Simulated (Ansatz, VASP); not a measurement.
## Si3N4: VASP beside Ansatz

```
Si N
1.0
     7.61700    0.00000    0.00000
    -3.80850    6.59652    0.00000
     0.00000    0.00000    2.91340
Si N
6 8
Cartesian
  -1.5923 5.1116 0.7284
  2.3940 1.1768 2.1851
  0.1779 2.6617 0.7284
  5.4008 1.4849 2.1851
  1.4145 5.4197 0.7284
  3.6306 3.9348 2.1851
  0.0000 4.3977 0.7284
  3.8085 2.1988 2.1851
  2.4336 0.2164 0.7284
  1.0294 2.2158 2.1851
  6.2128 1.9994 0.7284
  1.3749 6.3801 2.1851
  2.7791 4.3807 0.7284
  -2.4043 4.5971 2.1851
```

Alike in both runs: task electric field gradients; functional PBE; k mesh 4 × 4 × 9; occupations fermi-dirac, width 0.02 eV; no spin polarisation.

|  | VASP | Ansatz |
| --- | --- | --- |
| version | VASP 6.6.1 | Ansatz 0.2.0 |
| potentials or method | VASP PAW PBE potentials, release 64 (Si, N) | plane-wave PAW, scalar-relativistic |
| plane-wave cutoff (eV) | 520 | 420 |
| valence electrons in the cell | 64 | 64 |

```tsv
	VASP	Ansatz	Ansatz less VASP
gap on the k mesh at the Fermi level (eV)	4.13	4.14	+0.013
pressure (GPa)	4.1	4.4	+0.29
traceless stress, the component that is largest in VASP (GPa)	-0.75	-0.69	+0.062
rms of the force components (eV/Å)	0.523	0.520	-0.0029
size of Vzz on the site where it differs most (V/Å²)	46.0	50.7	+4.73
```

Atom by atom the forces differ by 0.004 eV/Å (rms over components). With one functional, cell and mesh, what is left measures potentials, basis and numerics.
